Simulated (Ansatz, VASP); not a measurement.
# Al12NO: VASP beside Ansatz

```
Al N O
1.0
     5.71430    0.00000    0.00000
     0.00000    5.71430    0.00000
     0.00000    0.00000   22.17502
Al N O
12 1 1
Direct
  0.25000 0.25000 0.18038
  0.25000 0.75000 0.18038
  0.75000 0.25000 0.18038
  0.75000 0.75000 0.18038
  0.00000 0.00000 0.27441
  0.00000 0.50000 0.27441
  0.50000 0.00000 0.27441
  0.50000 0.50000 0.27441
  0.25000 0.25000 0.36866
  0.25000 0.75000 0.36866
  0.75000 0.25000 0.36866
  0.75000 0.75000 0.36866
  0.40725 0.50000 0.50395
  0.59275 0.50000 0.50395
```

Alike in both runs: task single point; functional PBE; k mesh 5 × 5 × 1; occupations gaussian, width 0.1 eV; collinear spin.

|  | VASP | Ansatz |
| --- | --- | --- |
| version | VASP 6.6.1 | Ansatz 0.2.0 |
| potentials or method | VASP PAW PBE potentials, release 64 (Al, N, O), cutoff 520 eV | scalar-relativistic, plane waves, PAW |
| valence electrons in the cell | 47 | 47 |

|  | VASP | Ansatz | Ansatz less VASP |
| --- | --- | --- | --- |
| gap on the k mesh at the Fermi level (eV) | none | none | - |
| rms of the force components (eV/Å) | 3.442 | 2.668 | -0.7734 |
| net moment per atom (μB) | 0.01 | 0.06 | +0.046 |
| size of the moment on the site where the two differ most (μB) | 0.07 | 0.15 | +0.086 |

Site moments also hang on the region over which each program counts them. Atom by atom the forces differ by 0.773 eV/Å (rms over components). A gap of «none» marks a metal or a gap that the smearing closes.

Noted on VASP's run: the standard files for N, O and F lose accuracy on very short bonds.
